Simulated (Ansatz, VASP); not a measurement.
**BiB in VASP and in Ansatz**

```
B Bi
1.0
     0.00000    2.74487    2.74487
     2.74487    0.00000    2.74487
     2.74487    2.74487    0.00000
B Bi
1 1
Direct
  0.00000 0.00000 0.00000
  0.25000 0.25000 0.25000
```

Alike in both runs: task single point; functional r2SCAN; k mesh 8 × 8 × 8; no spin polarisation.

|  | VASP | Ansatz |
| --- | --- | --- |
| version | VASP 6.6.1 | Ansatz 0.2.0 |
| potentials or method | VASP PAW PBE potentials, release 64 (B, Bi_d) | plane waves, PAW |
| plane-wave cutoff (eV) | 520 | 500 |
| occupations | gaussian, width 0.01 eV | fixed |
| valence electrons in the cell | 18 | 18 |

|  | VASP | Ansatz | Ansatz less VASP |
| --- | --- | --- | --- |
| gap on the k mesh at the Fermi level (eV) | 0.39 | 0.39 | -0.004 |
| pressure (GPa) | -0.1 | 0.0 | +0.04 |

VASP's potentials were made for PBE, not for r2SCAN.

Neither program's run includes spin-orbit coupling.
